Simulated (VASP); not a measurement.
Runs of VASP 6.6.1 on MgS5. The structure is that of space group P6/mmm (No. 191), or close to it. The cells are those of the table. 

```csv
task,cell,k mesh,cutoff (eV),gap on the mesh (eV),pressure (GPa),relaxed volume (Å³/atom),largest force (eV/Å)
relaxation of cell and atoms,"relaxed from a = 4.718, b = 4.718, c = 9.166 Å, angles 90.0, 90.0, 120.0°, 6 atoms",12 × 12 × 4,600,none,0.0,(a),0.01
single point,"a = 4.572, b = 4.572, c = 7.694 Å, angles 90.0, 90.0, 120.0°, 6 atoms",6 × 6 × 2,520,none,10.5,-,(b)
relaxation of cell and atoms,"relaxed from a = 4.572, b = 4.572, c = 7.694 Å, angles 90.0, 90.0, 120.0°, 6 atoms",6 × 6 × 2,600,none,-0.1,29.56,0.04
single point,"a = 4.718, b = 4.718, c = 9.166 Å, angles 90.0, 90.0, 120.0°, 6 atoms",6 × 6 × 2,520,none,0.1,-,-
single point,"a = 4.704, b = 4.704, c = 9.218 Å, angles 90.0, 90.0, 120.0°, 6 atoms",12 × 12 × 4,520,none,-0.1,-,0.01
```

Alike in all rows: level PBE; potentials or basis VASP PAW PBE potentials, release 64 (Mg, S); no spin polarisation; smearing gaussian 0.1 eV.

**Question.** Fill in the values left out.

**Answer.** (a) 29.39; (b) 2.72.

Caveats: some runs use coarse meshes; forces of over 1 eV/Å act on the atoms, so gaps and moduli don't describe the material at rest (some runs); the volume moved by over 15 % at a fixed basis, so the end points are rough (some runs).

A gap of «none» marks levels without a gap at the run's occupations.
